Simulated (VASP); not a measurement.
# SrO (P6_3/mmc) in VASP: further runs

Runs on SrO. Level: PBE. Tasks: vibrations by perturbation theory, dielectric tensor.

Everything below comes from runs of VASP 6.6.1. Logs are shortened: lines on timing, memory, paths and dates and some standing lists are left out, and cuts for length are marked.

**1. The cell of the first run**

The structure is hexagonal, space group P6_3/mmc (No. 194). Conventional cell: a = 3.553 Å, b = 3.553 Å, c = 6.217 Å, α = 90.00°, β = 90.00°, γ = 120.00°. Within 3.4 Å of Sr (site symmetry -6m2) lie 6 O at 2.57 Å. O (site symmetry -3m) has 6 Sr at 2.57 Å and 2 O at 3.11 Å within 3.4 Å.

**2. Vibrations by perturbation theory, PBE**

Contents of INCAR:

```
SYSTEM = SrO
PREC = Accurate
ENCUT = 520
EDIFF = 1E-8
ISMEAR = 0
SIGMA = 0.01
LREAL = .False.
LASPH = .True.
NELM = 60
ALGO = Normal
ISIF = 2
LWAVE = .False.
LCHARG = .False.
GGA = PE
NBANDS = 24
IBRION = 8
NSW = 1
LEPSILON = .True.
```

Contents of KPOINTS:

```
regular mesh
0
Gamma
  8 8 4
  0 0 0
```

Contents of POSCAR:

```
SrO
1.0
    3.5532880902      0.0000000000      0.0000000000
   -1.7766440451      3.0772377531      0.0000000000
    0.0000000000      0.0000000000      6.2173039800
Sr O
2 2
Direct
    0.6666666667      0.3333333333      0.7500000000
    0.3333333333      0.6666666667      0.2500000000
    0.0000000000      0.0000000000      0.5000000000
    0.0000000000      0.0000000000      0.0000000000
```

Potentials or basis: VASP PAW PBE potentials, release 64 (Sr_sv, O).

Started as:

```console
cat potpaw_PBE.64/Sr_sv/POTCAR potpaw_PBE.64/O/POTCAR > POTCAR
mpirun -np 1 vasp_std > vasp.out
```

OUTCAR:

```text
SYSTEM = SrO
   PREC = Accurate
   ENCUT = 520
   EDIFF = 1E-8
   ISMEAR = 0
   LREAL = .False.
   LASPH = .True.
   NELM = 60
   ISIF = 2
   GGA = PE
   IBRION = 8
   NSW = 1
   LEPSILON = .True.

 ion  position               nearest neighbor table
   1  0.667  0.333  0.750-   3 2.57   4 2.57   3 2.57   4 2.57   3 2.57   4 2.57   2 3.72   2 3.72
                             2 3.72   2 3.72   2 3.72   2 3.72
   2  0.333  0.667  0.250-   3 2.57   4 2.57   3 2.57   4 2.57   3 2.57   4 2.57   1 3.72   1 3.72
                             1 3.72   1 3.72   1 3.72   1 3.72
   3  0.000  0.000  0.500-   1 2.57   2 2.57   1 2.57   2 2.57   1 2.57   2 2.57
   4  0.000  0.000  0.000-   1 2.57   2 2.57   1 2.57   2 2.57   1 2.57   2 2.57

  LATTYP: Found a hexagonal cell.
 ALAT       =     3.5532880902
 C/A-ratio  =     1.7497325919

  Lattice vectors:

 A1 = (   3.5532880902,   0.0000000000,   0.0000000000)
 A2 = (  -1.7766440451,   3.0772377531,   0.0000000000)
 A3 = (   0.0000000000,   0.0000000000,   6.2173039800)

Analysis of symmetry for initial positions (statically):
=====================================================================
 Subroutine PRICEL returns:
 Original cell was already a primitive cell.

 Routine SETGRP: Setting up the symmetry group for a
 hexagonal supercell.

 Subroutine GETGRP returns: Found 24 space group operations
 (whereof 12 operations were pure point group operations)
 out of a pool of 24 trial point group operations.

The static configuration has the point symmetry D_3d.
 The point group associated with its full space group is D_6h.

Analysis of symmetry for dynamics (positions and initial velocities):
=====================================================================
 Subroutine PRICEL returns:
 Original cell was already a primitive cell.

 Routine SETGRP: Setting up the symmetry group for a
 hexagonal supercell.

 Subroutine GETGRP returns: Found 24 space group operations
 (whereof 12 operations were pure point group operations)
[... 925 lines left out ...]
    2     0.00000     2.23916     0.00000
    3     0.00000     0.00000     2.58258
 ion    2
    1     2.23916     0.00000     0.00000
    2     0.00000     2.23916     0.00000
    3    -0.00000     0.00000     2.58258
 ion    3
    1    -2.23916     0.00000     0.00000
    2     0.00000    -2.23916     0.00000
    3     0.00000     0.00000    -2.58258
 ion    4
    1    -2.23916     0.00000     0.00000
    2     0.00000    -2.23916     0.00000
    3     0.00000     0.00000    -2.58258

 INTERNAL STRAIN TENSOR FOR ION    4 for displacements in x,y,z  (eV/Angst):
          X           Y           Z          XY          YZ          ZX
  --------------------------------------------------------------------------------
  x     0.00000     0.00000     0.00000     0.00000     0.00000     0.00000
  y     0.00000     0.00000     0.00000     0.00000     0.00000     0.00000
  z     0.00000     0.00000     0.00000     0.00000     0.00000     0.00000

 SECOND DERIVATIVES (NOT SYMMETRIZED)
 ------------------------------------
               1X          1Y          1Z          2X          2Y          2Z          3X          3Y          3Z          4X          4Y          4Z
  1X    -3.731467    0.000000    0.000000    0.499256    0.000000    0.000000    1.616105   -0.000000    0.000000    1.616105   -0.000000    0.000000
  1Y     0.000000   -3.731467    0.000000    0.000000    0.499256    0.000000    0.000000    1.616105    0.000000    0.000000    1.616105    0.000000
  1Z    -0.000000    0.000000  -10.117782   -0.000000    0.000000    7.777314    0.000000    0.000000    1.170234    0.000000    0.000000    1.170234
  2X     0.499256    0.000000    0.000000   -3.731467    0.000000    0.000000    1.616105   -0.000000    0.000000    1.616105   -0.000000    0.000000
  2Y     0.000000    0.499256    0.000000    0.000000   -3.731467    0.000000    0.000000    1.616105    0.000000    0.000000    1.616105    0.000000
  2Z    -0.000000    0.000000    7.777314   -0.000000    0.000000  -10.117782    0.000000    0.000000    1.170234    0.000000    0.000000    1.170234
  3X     1.619670    0.000000    0.000000    1.619670    0.000000    0.000000   -2.754571    0.000000    0.000000   -0.484769    0.000000    0.000000
  3Y     0.000000    1.619670    0.000000    0.000000    1.619670    0.000000    0.000000   -2.754571    0.000000    0.000000   -0.484769    0.000000
  3Z     0.000000    0.000000    1.181876    0.000000    0.000000    1.181876    0.000000   -0.000000   -7.637395    0.000000   -0.000000    5.273644
  4X     1.619670    0.000000    0.000000    1.619670    0.000000    0.000000   -0.484769    0.000000    0.000000   -2.754571    0.000000    0.000000
  4Y     0.000000    1.619670    0.000000    0.000000    1.619670    0.000000    0.000000   -0.484769    0.000000    0.000000   -2.754571    0.000000
  4Z     0.000000   -0.000000    1.181876    0.000000   -0.000000    1.181876    0.000000    0.000000    5.273644    0.000000    0.000000   -7.637395

 Eigenvectors and eigenvalues of the dynamical matrix
 ----------------------------------------------------

   1 f  =   14.043370 THz    88.237096 2PiTHz  468.436399 cm-1    58.078685 meV
             X         Y         Z           dx          dy          dz
      1.776644  1.025746  4.662978    -0.000000    0.000000    0.000000
     -0.000000  2.051492  1.554326    -0.000000    0.000000    0.000000
      0.000000  0.000000  3.108652     0.000000   -0.000000   -0.707107
      0.000000  0.000000  0.000000     0.000000   -0.000000    0.707107
[... 71 lines left out ...]
  12 f/i=    0.011638 THz     0.073123 2PiTHz    0.388199 cm-1     0.048130 meV
             X         Y         Z           dx          dy          dz
      1.776644  1.025746  4.662978     0.000000   -0.000000   -0.650721
     -0.000000  2.051492  1.554326     0.000000   -0.000000   -0.650721
      0.000000  0.000000  3.108652     0.000000   -0.000000   -0.276699
      0.000000  0.000000  0.000000     0.000000   -0.000000   -0.276699

--------------------------------------------------------------------------------------------------------

 MACROSCOPIC STATIC DIELECTRIC TENSOR IONIC CONTRIBUTION
 ------------------------------------------------------
           8.248854     0.000000     0.000000
           0.000000     8.248854     0.000000
           0.000000     0.000000    15.095463
 ------------------------------------------------------

 ELASTIC MODULI CONTR FROM IONIC RELAXATION (kBar)
 Direction    XX          YY          ZZ          XY          YZ          ZX
 --------------------------------------------------------------------------------
 XX          -0.7718      0.7718      0.0000      0.0000      0.0000      0.0000
 YY           0.7718     -0.7718     -0.0000     -0.0000      0.0000      0.0000
 ZZ           0.0000     -0.0000     -0.0000     -0.0000      0.0000      0.0000
 XY           0.0000     -0.0000     -0.0000     -0.7718      0.0000      0.0000
 YZ           0.0000      0.0000      0.0000      0.0000      0.0000      0.0000
 ZX           0.0000      0.0000      0.0000      0.0000      0.0000      0.0000
 --------------------------------------------------------------------------------

 PIEZOELECTRIC TENSOR IONIC CONTR  for field in x, y, z        (C/m^2)
          XX          YY          ZZ          XY          YZ          ZX
  --------------------------------------------------------------------------------
  x    -0.00000     0.00000     0.00000    -0.00000     0.00000     0.00000
  y     0.00000     0.00000     0.00000     0.00000     0.00000     0.00000
  z    -0.00000     0.00000     0.00000     0.00000     0.00000     0.00000
```

OSZICAR:

```text
N       E                     dE             d eps       ncg     rms          rms(c)
DAV:   1     0.172334728817E+03    0.17233E+03   -0.16140E+04  1440   0.127E+03
DAV:   2    -0.178989040336E+02   -0.19023E+03   -0.17874E+03  2056   0.286E+02
DAV:   3    -0.281287049434E+02   -0.10230E+02   -0.10151E+02  2184   0.583E+01
DAV:   4    -0.283968393531E+02   -0.26813E+00   -0.26804E+00  1928   0.728E+00
[... 317 lines left out ...]
RMM:  13    -0.379948601958E+00    0.17034E-07   -0.76504E-07  4269   0.621E-05    0.348E-05
RMM:  14    -0.379948589780E+00    0.12178E-07   -0.44936E-07  4369   0.325E-05    0.119E-05
RMM:  15    -0.379948576197E+00    0.13583E-07   -0.28173E-07  4297   0.178E-05    0.604E-06
RMM:  16    -0.379948575959E+00    0.23759E-09   -0.14126E-07  4263   0.117E-05    0.379E-06
RMM:  17    -0.379948566388E+00    0.95715E-08   -0.83521E-08  3934   0.872E-06    0.173E-06
 Linear response finished
```

stdout:

```text
POSCAR found type information on POSCAR SrO
 POSCAR found :  2 types and       4 ions
 scaLAPACK will be used
 LDA part: xc-table for (Slater+PW92), standard interpolation
 POSCAR, INCAR and KPOINTS ok, starting setup
 FFT: planning ... GRIDC
 FFT: planning ... GRID_SOFT
 FFT: planning ... GRID
 WAVECAR not read
[... 32 lines left out ...]
 first order change of Fermi-energy  -0.38965E-04
 force on displaced ion       1 direction 3 :  -0.000   0.000 -10.118
 Born effective charge ion    1 direction 3 :   0.000   0.000   2.582
 Linear response progress:
 first order change of Fermi-energy  -0.64852E-04
 force on displaced ion       3 direction 1 :  -2.755   0.000   0.000
 Born effective charge ion    3 direction 1 :  -2.239   0.000   0.000
 Linear response progress:
 first order change of Fermi-energy   0.12672E-03
 force on displaced ion       3 direction 3 :   0.000   0.000  -7.637
 Born effective charge ion    3 direction 3 :   0.000   0.000  -2.583
 Born effective charges drift removed
 Linear response finished
```

It took 68 min on 1 thread of Intel Xeon 8259CL, shared host; peak memory 0.49 GiB.

Results:

```yaml
Electronic_dielectric_tensor_diagonal: 3.85, 3.85, 4.07
Born_charges_mean_of_the_diagonal: Sr +2.35; O -2.35 e
Highest_phonon_frequency_at_Γ_LO-TO_splitting_left_out: 468 cm⁻¹
```

Phonon frequencies in cm⁻¹ (negative: imaginary):
```
              q point                                frequencies
(0.000, 0.000, 0.000)  0 0 0 115 115 196 196 218 236 255 255 468
```

Electronic dielectric tensor:
```
3.85 0.00 0.00
0.00 3.85 0.00
0.00 0.00 4.07
```

Born effective charge tensors (e):
atom 1, Sr
```
2.24 0.00 0.00
0.00 2.24 0.00
0.00 0.00 2.58
```
atom 2, Sr
```
2.24 0.00 0.00
0.00 2.24 0.00
0.00 0.00 2.58
```
atom 3, O
```
-2.24  0.00  0.00
 0.00 -2.24  0.00
 0.00  0.00 -2.58
```
atom 4, O
```
-2.24  0.00  0.00
 0.00 -2.24  0.00
 0.00  0.00 -2.58
```

Caveat: the cell stands under pressure or tension, which shifts response properties.

(Continued in part 2 of 2.)
